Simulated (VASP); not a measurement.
# LiF (P6_3mc) in VASP: a series of runs, part 2 of 2

VASP 6.6.1. Earlier steps stand in the parts before.

## (4) Single point, LDA (volume 7.780 Å^3 an atom, c/a of the conventional cell 1.6136)

Input file INCAR:

```
SYSTEM = LiF
PREC = Accurate
ENCUT = 520
EDIFF = 1E-6
ISMEAR = 0
SIGMA = 0.05
LREAL = .FALSE.
LASPH = .TRUE.
NELM = 100
ALGO = Normal
ISIF = 2
LWAVE = .FALSE.
LCHARG = .FALSE.
GGA = CA
NBANDS = 18
```

Input file KPOINTS:

```
regular mesh
0
G
  9 9 6
  0 0 0
```

Input file POSCAR:

```
LiF
1.0
    2.8134402121      0.0000000000      0.0000000000
   -1.4067201060      2.4365106957      0.0000000000
    0.0000000000      0.0000000000      4.5397671262
Li F
2 2
Direct
    0.3333333333      0.6666666667      0.3839784076
    0.6666666667      0.3333333333      0.8839784076
    0.3333333333      0.6666666667      0.9910195924
    0.6666666667      0.3333333333      0.4910195924
```

The run is started by

```bash
> cat potpaw_LDA.64/Li_sv/POTCAR potpaw_LDA.64/F/POTCAR > POTCAR
> mpirun -np 1 vasp_std > vasp.out
```

Run time: 17 s. Hardware: 1 thread of Intel Xeon Platinum 8259CL at 2.50GHz (Skylake/Cascade Lake), shared host; peak memory 0.14 GiB.

The run converged. Its results:

```
Free energy            : -20.4996 eV
Largest force          : 0.346 eV/Å
Band gap on the k mesh : 8.96 eV, direct
```

Forces in eV/Å, atoms in the order of the input:
```
Li   0.000  0.000 -0.346
Li   0.000  0.000 -0.346
F    0.000  0.000  0.346
F    0.000  0.000  0.346
```

Levels at points of the mesh, in eV from the valence-band top:
```
           k point  band 8  band 9  band 10  band 11  band 12  band 13
(0.00, 0.00, 0.00)   -0.19   -0.19     0.00     8.96    13.27    17.43
(0.00, 0.00, 0.50)   -0.40   -0.40    -0.40    10.76    10.76    19.17
```

Caveat: the cutoff is under 1.25 times the usual one of these potentials, so pressure, stress and relaxed cells hold a basis-set (Pulay) error. A k mesh can miss the band edges.

## (5) Single point, LDA (volume 8.076 Å^3 an atom, c/a of the conventional cell 1.5751)

Input file INCAR:

```
  ALGO = Normal
  EDIFF = 1E-6
  ENCUT = 520
  GGA = CA
  ISIF = 2
  ISMEAR = 0
  LASPH = T
  LCHARG = T
  LELF = T
  LREAL = F
  LVHAR = T
  LWAVE = F
  NBANDS = 18
  NELM = 80
  PREC = Accurate
  SIGMA = 0.05
```

Input file KPOINTS:

```
k-points
0
Gamma
  9 9 6
```

Input file POSCAR:

```
LiF
1.0
    2.8717007359      0.0000000000      0.0000000000
   -1.4358503679      2.4869657893      0.0000000000
    0.0000000000      0.0000000000      4.5232158291
Li F
2 2
Direct
    0.3333333333      0.6666666667      0.3839784076
    0.6666666667      0.3333333333      0.8839784076
    0.3333333333      0.6666666667      0.9910195924
    0.6666666667      0.3333333333      0.4910195924
```

The run is started by

```bash
> cat potpaw_LDA.64/Li_sv/POTCAR potpaw_LDA.64/F/POTCAR > POTCAR
> mpirun -np 1 vasp_std > vasp.out
```

It took 17 s on 1 thread of Intel Xeon Platinum 8259CL at 2.50GHz (Skylake/Cascade Lake), shared host; peak memory 0.14 GiB.

It converged, with:

- Free energy: -20.6347 eV
- Largest force: 0.141 eV/Å
- Band gap on the k mesh: 8.68 eV, direct

Forces on the atoms (eV/Å):
```
Li   0.000  0.000 -0.141
Li   0.000  0.000 -0.141
F    0.000  0.000  0.141
F    0.000  0.000  0.141
```

Levels at points of the mesh, in eV from the valence-band top:
```csv
k point,band 7,band 8,band 9,band 10,band 11,band 12,band 13,band 14
"(0.00, 0.00, 0.00)",-0.67,-0.24,-0.24,0.00,8.68,13.09,17.06,19.68
"(0.00, 0.00, 0.50)",-0.45,-0.45,-0.45,-0.45,10.49,10.49,18.97,18.97
```

Caveat: the cutoff is under 1.25 times the usual one of these potentials, so pressure, stress and relaxed cells hold a basis-set (Pulay) error.

## (6) Single point, LDA (volume 9.854 Å^3 an atom, c/a of the conventional cell 1.4652)

Input file INCAR:

```
SYSTEM = LiF
PREC     = Accurate       ! precision mode
ENCUT    = 520            ! plane-wave cutoff, eV
EDIFF    = 1E-6           ! SCF threshold, eV
ISMEAR   = 0              ! smearing method
SIGMA    = 0.05           ! smearing width, eV
LREAL    = .False.        ! projectors in reciprocal space
LASPH    = .True.         ! aspherical terms in the spheres
NELM     = 60             ! most SCF steps
ALGO     = Normal         ! electronic algorithm
ISIF     = 2              ! what is computed and relaxed
LWAVE    = .False.        ! write WAVECAR
LCHARG   = .False.        ! write CHGCAR
GGA      = CA             ! functional
NBANDS   = 18             ! bands
```

Input file KPOINTS:

```
regular mesh
0
Gamma
  9 9 6
  0 0 0
```

Input file POSCAR:

```
LiF
1.0
    3.1435111312      0.0000000000      0.0000000000
   -1.5717555656      2.7223604967      0.0000000000
    0.0000000000      0.0000000000      4.6058725094
Li F
2 2
Direct
    0.3333333333      0.6666666667      0.3839784076
    0.6666666667      0.3333333333      0.8839784076
    0.3333333333      0.6666666667      0.9910195924
    0.6666666667      0.3333333333      0.4910195924
```

Potentials or basis: VASP PAW LDA potentials, release 64 (Li_sv, F).

The run is started by

```bash
> cat potpaw_LDA.64/Li_sv/POTCAR potpaw_LDA.64/F/POTCAR > POTCAR
> mpirun -np 1 vasp_std > vasp.out
```

OUTCAR:

```text
SYSTEM = LiF
   PREC = Accurate
   ENCUT = 520
   EDIFF = 1E-6
   ISMEAR = 0
   LREAL = .False.
   LASPH = .True.
   NELM = 60
   ISIF = 2
   GGA = CA

 ion  position               nearest neighbor table
   1  0.333  0.667  0.384-   3 1.81   4 1.88   4 1.88   4 1.88
   2  0.667  0.333  0.884-   4 1.81   3 1.88   3 1.88   3 1.88
   3  0.333  0.667  0.991-   1 1.81   2 1.88   2 1.88   2 1.88
   4  0.667  0.333  0.491-   2 1.81   1 1.88   1 1.88   1 1.88

  LATTYP: Found a hexagonal cell.
 ALAT       =     3.1435111312
 C/A-ratio  =     1.4652000000

  Lattice vectors:

 A1 = (   3.1435111312,   0.0000000000,   0.0000000000)
 A2 = (  -1.5717555656,   2.7223604967,   0.0000000000)
 A3 = (   0.0000000000,   0.0000000000,   4.6058725094)

Analysis of symmetry for initial positions (statically):
=====================================================================
 Subroutine PRICEL returns:
 Original cell was already a primitive cell.

 Routine SETGRP: Setting up the symmetry group for a
 hexagonal supercell.

 Subroutine GETGRP returns: Found 12 space group operations
 (whereof  6 operations were pure point group operations)
 out of a pool of 24 trial point group operations.

The static configuration has the point symmetry C_3v.
 The point group associated with its full space group is C_6v.

Analysis of symmetry for dynamics (positions and initial velocities):
=====================================================================
 Subroutine PRICEL returns:
 Original cell was already a primitive cell.

 Routine SETGRP: Setting up the symmetry group for a
 hexagonal supercell.

 Subroutine GETGRP returns: Found 12 space group operations
 (whereof  6 operations were pure point group operations)
 out of a pool of 24 trial point group operations.

The dynamic configuration has the point symmetry C_3v.
 The point group associated with its full space group is C_6v.

[... 116 lines left out ...]
   EFERMI =   0.00;   METHOD = LEGACY
   ISMEAR =     0;   SIGMA  =   0.05  broadening in eV -4-tet -1-fermi 0-gaus
   EFERMI_NEDOS =   21; number of points for ismear=-14 and -15
   IALGO  =     38    algorithm
   IMIX   =      4    mixing-type and parameters
     AMIX     =   0.40;   BMIX     =  1.00
     AMIX_MAG =   1.60;   BMIX_MAG =  1.00
  volume/ion in A,a.u.               =       9.85        66.50
  Fermi-wavevector in a.u.,A,eV,Ry     =   1.305752  2.467513 23.197768  1.704988
  Thomas-Fermi vector in A             =   2.436600
   LORBIT       =      0    0 simple, 1 ext, 2 COOP (PROOUT), +10 PAW based schemes
   GGA     = CA    functional components
   LHFCALC =     F    Hartree Fock is set to
   AEXX    =    0.0000 exact exchange contribution
   IVDW    =     0    specifies the selected vdW correction
   LEPSILON=     F    determine dielectric tensor
   LRPA    =     F    only Hartree local field effects (RPA)
 non-spin polarized calculation
 Gauss-broadening in eV      SIGMA  =   0.05
  energy-cutoff  :      520.00
  volume of cell :       39.42
 maximum number of plane-waves:      1079
 NGX is ok and might be reduce to    24
   NGX = 11   NGY = 11   NGZ = 17

 number of electron      19.9999984 magnetization

 Free energy of the ion-electron system (eV)
  ---------------------------------------------------
  ext. energy  EPLUGINS =         0.00000000
  ---------------------------------------------------
  free energy    TOTEN  =       -20.76717987 eV

  energy without entropy =      -20.76717987  energy(sigma->0) =      -20.76717987

 E-fermi :  -2.3926     XC(G=0):  -9.5769

 val. band max:       -2.6493605433   @ k =   0.0000   0.0000   0.0000
 cond. band min:       4.7844861852   @ k =   0.0000   0.0000   0.0000
 fundamental gap:      7.4338467285
 Fermi energy:        -2.3925921453

 k-point     1 :       0.0000    0.0000    0.0000
  band No.  band energies     occupation
      1     -42.0355      2.00000
      2     -41.9753      2.00000
      3     -21.7665      2.00000
      4     -21.4560      2.00000
      5      -5.0191      2.00000
      6      -3.3406      2.00000
[... 481 lines left out ...]
      5      -4.8537      2.00000
      6      -4.0300      2.00000
[... 10 lines left out ...]
     17      15.6562      0.00000
     18      17.9864      0.00000

 [... further k-points ...]
[... 5 lines left out ...]
  --------------------------------------------------------------------------------------
  -------------------------------------------------------------------------------------
  Total       -1.2746395     -1.2746395     -0.1944612      0.0000000      0.0000000      0.0000000
  in kB      -51.8114099    -51.8114099     -7.9044391      0.0000000      0.0000000      0.0000000
  external PRESSURE =     -37.1757530 kB  Pullay stress =       0.0000000 kB

 VOLUME and BASIS-vectors are now :
 -----------------------------------------------------------------------------
  energy-cutoff  :      520.00
  volume of cell :       39.42
      direct lattice vectors                 reciprocal lattice vectors
     3.143511131  0.000000000  0.000000000     0.318115622  0.183664140  0.000000000
    -1.571755566  2.722360497  0.000000000     0.000000000  0.367328280  0.000000000
     0.000000000  0.000000000  4.605872509     0.000000000  0.000000000  0.217114129

 POSITION                                       TOTAL-FORCE (eV/Angst)
 -----------------------------------------------------------------------------------
     -0.00000      1.81491      1.76856         0.000000     -0.000000      0.184797
      1.57176      0.90745      4.07149        -0.000000      0.000000      0.184797
     -0.00000      1.81491      4.56451         0.000000      0.000000     -0.184797
      1.57176      0.90745      2.26157        -0.000000      0.000000     -0.184797
 -----------------------------------------------------------------------------------
    total drift:                                0.000001      0.000001     -0.000289

  FREE ENERGIE OF THE ION-ELECTRON SYSTEM (eV)
  ---------------------------------------------------
  free  energy   TOTEN  =       -20.7671798727 eV

  energy  without entropy=      -20.7671798727  energy(sigma->0) =      -20.76717987
```

stdout:

```text
POSCAR found type information on POSCAR LiF
 POSCAR found :  2 types and       4 ions
 scaLAPACK will be used
 LDA part: xc-table for (Slater(with rela. corr.)+CA(PZ))
 , standard interpolation
 POSCAR, INCAR and KPOINTS ok, starting setup
 FFT: planning ... GRIDC
 FFT: planning ... GRID_SOFT
 FFT: planning ... GRID
 WAVECAR not read
 entering main loop
```

It took 17 s on 1 thread of Intel Xeon Platinum 8259CL at 2.50GHz (Skylake/Cascade Lake), shared host; peak memory 0.14 GiB.

Results:

| Item | Value |
| --- | --- |
| Free energy | -20.7672 eV |
| Largest force | 0.185 eV/Å |
| Band gap on the k mesh | 7.43 eV, direct |

Forces in eV/Å, atoms in the order of the input:
```
Li   0.000  0.000  0.185
Li   0.000  0.000  0.185
F    0.000  0.000 -0.185
F    0.000  0.000 -0.185
```

Caveat: the cutoff is under 1.25 times the usual one of these potentials, so pressure, stress and relaxed cells hold a basis-set (Pulay) error. A k mesh can miss the band edges.

## (7) Overview

| cell | gap on the mesh (eV) | largest force (eV/Å) |
| --- | --- | --- |
| a = 2.769, b = 2.769, c = 4.688 Å, angles 90.0, 90.0, 120.0°, 4 atoms | 9.01 | 0.68 |
| a = 2.952, b = 2.952, c = 4.122 Å, angles 90.0, 90.0, 120.0°, 4 atoms | 8.72 | 1.18 |
| a = 2.813, b = 2.813, c = 4.540 Å, angles 90.0, 90.0, 120.0°, 4 atoms | 8.96 | 0.35 |
| a = 2.872, b = 2.872, c = 4.523 Å, angles 90.0, 90.0, 120.0°, 4 atoms | 8.68 | 0.14 |
| a = 3.144, b = 3.144, c = 4.606 Å, angles 90.0, 90.0, 120.0°, 4 atoms | 7.43 | 0.18 |

Alike in all rows: task single point; level LDA; potentials or basis VASP PAW LDA potentials, release 64 (Li_sv, F); no spin polarisation; k mesh 9 × 9 × 6; cutoff (eV) 520; smearing gaussian 0.05 eV.

Caveats: the cutoff is under 1.25 times the usual one of these potentials, so pressure, stress and relaxed cells hold a basis-set (Pulay) error; forces of over 1 eV/Å act on the atoms, so gaps and moduli don't describe the material at rest (some runs).

Total energies depend on the potentials used, so only differences within one code and one set of settings carry meaning.
